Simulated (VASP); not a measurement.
**Tc: single point with PBE**

Crystal: Tc.

```
CELL_PARAMETERS angstrom
2.75205 0.00000 0.00000
-1.37602 2.38334 0.00000
0.00000 0.00000 4.40074
ATOMIC_POSITIONS crystal
Tc 0.33333 0.66667 0.25000
Tc 0.66667 0.33333 0.75000
```

* Program: VASP 6.6.1
* Task: single point
* Functional: PBE
* Potentials or basis: VASP PAW PBE potentials, release 64 (Tc_pv)
* Cutoff: 520 eV
* k mesh: 18 × 18 × 10
* Occupations: gaussian, width 0.05 eV
* Spin: non-collinear spin, zero start, spin-orbit coupling
* Starting moments: [[0.0, 0.0, 0.0], [0.0, 0.0, 0.0]] μB
* Dipole correction: no
* k mesh for the DOS: 27 × 27 × 15
* Occupations for the DOS: tetrahedron
* Further INCAR settings: ALGO = Fast; EDIFF = 1e-07

```yaml
Net_moment: 0.00 μB per cell
Valence_electrons_inside_the_program's_atomic_spheres: Tc 12.07
```

Moments on the atoms (μB; x, y, z):
```
Tc  0.00 0.00 0.00
Tc  0.00 0.00 0.00
```

Wall time 11 min on 1 × NVIDIA H100 80GB with 1 thread of AMD EPYC 7R13 Processor (Zen 3), with other jobs on the host, peak memory 1.8 GiB.
